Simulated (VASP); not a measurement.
# HPbNO4: single point with PBE

The system is HPbNO4.

```
H Pb N O
1.0
     3.85404    0.14384    0.09012
    -0.25320    5.52698    0.16471
    -0.48197   -1.92720    5.72025
H Pb N O
1 1 1 4
Direct
  0.10913 0.65718 0.54463
  0.61029 0.52127 0.15100
  0.91580 0.96263 0.95867
  0.01384 0.13639 0.88084
  0.72398 0.01057 0.12858
  0.00389 0.73732 0.87043
  0.11927 0.59324 0.37651
```

```
Program                : VASP 6.6.1
Task                   : single point
Functional             : PBE
Potentials or basis    : VASP PAW PBE potentials, release 64 (H, Pb_d, N, O)
Cutoff                 : 520 eV
k mesh                 : 5 × 4 × 4
Occupations            : fermi-dirac, width 0.05 eV
Spin                   : no spin polarisation
Dipole correction      : no
Further INCAR settings : ALGO = Normal; EDIFF = 1e-07; NBANDS = 31
```

```yaml
Pressure: 0.5 GPa
Largest_force: 0.422 eV/Å
Band_gap_on_the_k_mesh: 3.12 eV (least direct gap 3.19 eV)
```

Forces in eV/Å, atoms in the order of the input:
```
H   -0.010 -0.002  0.100
Pb  -0.017 -0.001 -0.017
N   -0.016 -0.045  0.020
O    0.126  0.381 -0.132
O   -0.231 -0.026  0.262
O    0.127 -0.307 -0.155
O    0.021  0.001 -0.078
```

Stress tensor (GPa, compression positive):
```
 0.21  0.04 -0.42
 0.04  0.81  0.02
-0.42  0.02  0.48
```

Levels at points of the mesh, in eV from the valence-band top:
| k point | band 20 | band 21 | band 22 | band 23 | band 24 | band 25 |
| --- | --- | --- | --- | --- | --- | --- |
| (0.00, 0.00, 0.00) | -1.49 | -0.70 | -0.43 | 3.45 | 4.36 | 5.82 |
| (0.00, 0.50, 0.00) | -1.15 | -0.88 | -0.59 | 3.51 | 4.32 | 4.67 |
| (0.00, 0.00, 0.50) | -1.29 | -0.74 | -0.41 | 3.27 | 3.80 | 5.80 |
| (0.00, 0.50, 0.50) | -1.03 | -0.85 | -0.57 | 3.48 | 4.04 | 4.67 |

It took 5.8 min on 1 thread of Intel Xeon 8259CL, with other jobs on the host, peak memory 0.33 GiB.

Caveat: the standard files for N, O and F lose accuracy on very short bonds; spin-orbit coupling is left out, which moves the levels of the heavy elements. A k mesh can miss the band edges.
